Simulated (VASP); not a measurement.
Runs of VASP 6.6.1 on MoS2. The structure is that of space group P-6m2 (No. 187), or close to it. The cells are those of the table. 

```csv
cell,gap on the mesh (eV),pressure (GPa),largest force (eV/Å)
"a = 3.122, b = 3.122, c = 6.762 Å, angles 90.0, 90.0, 120.0°, 3 atoms",1.11,-7.2,(d)
"a = 3.070, b = 3.070, c = 6.995 Å, angles 90.0, 90.0, 120.0°, 3 atoms",1.27,-0.8,(a)
"a = 3.178, b = 3.178, c = 6.526 Å, angles 90.0, 90.0, 120.0°, 3 atoms",none,29.7,6.71
"a = 3.149, b = 3.149, c = 6.645 Å, angles 90.0, 90.0, 120.0°, 3 atoms",(b),-16.2,(c)
```

Alike in all rows: task single point; level PBE+D3(BJ); potentials or basis VASP PAW PBE potentials, release 64 (Mo_sv, S); no spin polarisation; k mesh 12 × 12 × 4; cutoff (eV) 500; smearing gaussian 0.05 eV.

Estimate the missing entries.

(a) 0.93; (b) 0.57; (c) 3.68; (d) 1.76.

Caveats: forces of over 1 eV/Å act on the atoms, so gaps and moduli don't describe the material at rest (some runs).

A k mesh can miss the band edges, and the runs leave out spin-orbit coupling on Mo.

A gap of «none» marks levels without a gap at the run's occupations.
